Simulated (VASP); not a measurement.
Input of a VASP 6.6.1 run:

File INCAR:

```
ALGO     = Normal         # electronic algorithm
EDIFF    = 1E-6           # SCF threshold, eV
ENCUT    = 520            # plane-wave cutoff, eV
GGA      = RE             # functional
ISIF     = 2              # what is computed and relaxed
ISMEAR   = -1             # smearing method
LASPH    = T              # aspherical terms in the spheres
LCHARG   = T              # write CHGCAR
LELF     = T              # ELF
LREAL    = F              # projectors in reciprocal space
LVHAR    = T            
LWAVE    = F              # write WAVECAR
NBANDS   = 12             # bands
NELM     = 80             # most SCF steps
PREC     = Accurate       # precision mode
SIGMA    = 0.1            # smearing width, eV
```

The input KPOINTS:

```
k-points
0
Gamma
  11 11 11
```

File POSCAR:

```
La
1.0
    0.0000000000      2.5717201638      2.5717201638
    2.5717201638      0.0000000000      2.5717201638
    2.5717201638      2.5717201638      0.0000000000
La
1
Direct
    0.0000000000      0.0000000000      0.0000000000
```

Potentials or basis: VASP PAW PBE potentials, release 64 (La).

The run is started by

```bash
$ cat potpaw_PBE.64/La/POTCAR > POTCAR
$ mpirun -np 1 vasp_std > vasp.out
```

Task: Predict the band gap on the k mesh.

Result: Zero (an odd number of electrons rules out a gap without spin polarisation).

Task: Predict the pressure.

Result: 3.6 GPa.

Caveat: the cell stands under pressure; the PAW data sets were made with another functional, which shifts forces and pressure a little; spin-orbit coupling is left out, which moves the levels of the heavy elements.
